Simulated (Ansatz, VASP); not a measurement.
## Ta: VASP beside Ansatz

```
CELL_PARAMETERS angstrom
-1.65336 1.65336 1.65336
1.65336 -1.65336 1.65336
1.65336 1.65336 -1.65336
ATOMIC_POSITIONS crystal
Ta 0.00000 0.00000 0.00000
```

Alike in both runs: task single point; functional r2SCAN; k mesh 13 × 13 × 13; no spin polarisation.

|  | VASP | Ansatz |
| --- | --- | --- |
| version | VASP 6.6.1 | Ansatz 0.2.0 |
| potentials or method | VASP PAW PBE potentials, release 64 (Ta_pv), cutoff 520 eV | plane waves (500 eV) with PAW, scalar-relativistic |
| occupations | methfessel-paxton of order 1, width 0.1 eV | cold, width 0.1 eV |
| valence electrons in the cell | 11 | 13 |

Ansatz gave:

| Property | Result |
| --- | --- |
| pressure (GPa) | 0.2 |

What did VASP give for the same quantities?

Pressure (GPa): 0.7.

VASP's potentials were made for PBE, not for r2SCAN. VASP's potentials hold 11 valence electrons a cell and Ansatz's 13, so a difference there can come from the potentials and not from the codes.

Neither program's run includes spin-orbit coupling.
